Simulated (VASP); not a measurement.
Ti: single point with PBEsol

Crystal: Ti.

```
Ti
1.0
     4.31270    0.00000    0.00000
    -2.15635    3.73491    0.00000
     0.00000    0.00000    2.68692
Ti
3
Direct
  0.66667 0.33333 0.50000
  0.33333 0.66667 0.50000
  0.00000 0.00000 0.00000
```

This isn't the form of Ti at room conditions, which is hcp.

```json
{
  "Program": "VASP 6.6.1",
  "Task": "single point",
  "Functional": "PBEsol",
  "Potentials or basis": "VASP PAW PBE potentials, release 64 (Ti_sv)",
  "Cutoff": "520 eV",
  "k mesh": "7 × 7 × 9",
  "Occupations": "fermi-dirac, width 0.05 eV",
  "Spin": "no spin polarisation"
}
```

```yaml
Pressure: 19.5 GPa
Band_gap_on_the_k_mesh: zero (bands 18 and 19 overlap by 0.43 eV)
```

Levels at points of the mesh, in eV from the Fermi level:
```tsv
k point	band 14	band 15	band 16	band 17	band 18	band 19	band 20	band 21	band 22	band 23
(0.00, 0.00, 0.00)	-2.49	-0.72	-0.72	-0.63	-0.63	0.02	0.80	1.49	1.49	2.09
```

Wall time 20 s on 1 thread of Intel(R) Xeon(R) 6975P-C (Granite Rapids), with other jobs on the host, peak memory 0.17 GiB.

Caveat: the cell stands under pressure; the PAW data sets were made with another functional, which shifts forces and pressure a little.
